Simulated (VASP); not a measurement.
Set up this calculation in VASP 6.6.1, as the native input.

| Property | Result |
| --- | --- |
| Task | single point |
| Functional | r2SCAN |
| Dispersion | D3(BJ) |
| Potentials or basis | VASP PAW PBE potentials, release 64 (Zn, S) |
| Cutoff | 520 eV |
| k mesh | 8 × 8 × 2 |
| Occupations | fermi-dirac, width 0.05 eV |
| Spin | no spin polarisation |
| Dipole correction | no |
| Further INCAR settings | ALGO = Normal; EDIFF = 1e-06; NBANDS = 66 |

ZnS:

```
Zn S
1.0
     3.73418    0.00000    0.00000
    -1.86709    3.23390    0.00000
     0.00000    0.00000   18.30845
Zn S
6 6
Direct
  0.33333 0.66667 0.83333
  0.66667 0.33333 0.33333
  0.66667 0.33333 0.66667
  0.33333 0.66667 0.16667
  0.00000 0.00000 0.50000
  0.00000 0.00000 0.00000
  0.33333 0.66667 0.95833
  0.66667 0.33333 0.45833
  0.66667 0.33333 0.79167
  0.33333 0.66667 0.29167
  0.00000 0.00000 0.62500
  0.00000 0.00000 0.12500
```

The input as run:

POSCAR

```
ZnS
1.0
    3.7341822464      0.0000000000      0.0000000000
   -1.8670911232      3.2338966877      0.0000000000
    0.0000000000      0.0000000000     18.3084545760
Zn S
6 6
Direct
    0.3333333333      0.6666666667      0.8333300000
    0.6666666667      0.3333333333      0.3333300000
    0.6666666667      0.3333333333      0.6666700000
    0.3333333333      0.6666666667      0.1666700000
    0.0000000000      0.0000000000      0.5000000000
    0.0000000000      0.0000000000      0.0000000000
    0.3333333333      0.6666666667      0.9583300000
    0.6666666667      0.3333333333      0.4583300000
    0.6666666667      0.3333333333      0.7916700000
    0.3333333333      0.6666666667      0.2916700000
    0.0000000000      0.0000000000      0.6250000000
    0.0000000000      0.0000000000      0.1250000000
```

INCAR.step1

```
  PREC = Accurate
  ENCUT = 520
  ISMEAR = -1
  SIGMA = 0.05
  LREAL = F
  LASPH = T
  NELM = 60
  NBANDS = 66
  GGA = PE
  ALGO = Normal
  EDIFF = 1E-4
  LWAVE = T
  LCHARG = F
```

INCAR.step2

```
  PREC = Accurate
  ENCUT = 520
  EDIFF = 1E-6
  ISMEAR = -1
  SIGMA = 0.05
  LREAL = F
  LASPH = T
  NELM = 60
  ALGO = Normal
  ISIF = 2
  LWAVE = F
  LCHARG = F
  METAGGA = R2SCAN
  LMIXTAU = T
  IVDW = 12
  VDW_S6 = 1.0
  VDW_S8 = 0.78981345
  VDW_A1 = 0.49484001
  VDW_A2 = 5.73083694
  NBANDS = 66
  ISTART = 1
```

KPOINTS

```
regular mesh
0
Gamma
  8 8 2
```

Potentials or basis: VASP PAW PBE potentials, release 64 (Zn, S).

Launch:

```console
$ cat potpaw_PBE.64/Zn/POTCAR potpaw_PBE.64/S/POTCAR > POTCAR
$ cp INCAR.step1 INCAR
$ mpirun -np 1 vasp_std > vasp.out
$ cp INCAR.step2 INCAR
$ mpirun -np 1 vasp_std > vasp.out
```

Results of the run:

- Pressure: 4.1 GPa
- Largest force: 0.052 eV/Å
- Band gap on the k mesh: 3.03 eV
- Dispersion energy per atom: -0.157 eV

Caveat: the cell stands under pressure; the PAW data sets were made with another functional, which shifts forces and pressure a little.

It took 14 min on 1 thread of Intel(R) Xeon(R) Platinum 8488C (Sapphire Rapids), on a shared host, peak memory 0.48 GiB.
